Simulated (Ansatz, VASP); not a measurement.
# Cd in VASP and in Ansatz

```xyz
1
Lattice="-1.6220 1.6220 1.6220 1.6220 -1.6220 1.6220 1.6220 1.6220 -1.6220" Properties=species:S:1:pos:R:3 pbc="T T T"
Cd    0.0000    0.0000    0.0000
```

Change from the starting cell: volume scaled by 0.84, LAPW.

Alike in both runs: task single point; functional LDA; k mesh 15 × 15 × 15; occupations fermi-dirac, width 0.1 eV; no spin polarisation.

|  | VASP | Ansatz |
| --- | --- | --- |
| version | VASP 6.6.1 | Ansatz 0.2.0 |
| potentials or method | VASP PAW LDA potentials, release 64 (Cd), cutoff 520 eV | all-electron LAPW, scalar-relativistic |

```csv
,VASP,Ansatz,Ansatz less VASP
pressure (GPa),19.6,18.2,-1.35
```

LDA's correlation is that of Perdew and Zunger in VASP and of Perdew and Wang (1992) in Ansatz. Ansatz ran all-electron here, and VASP with PAW potentials.
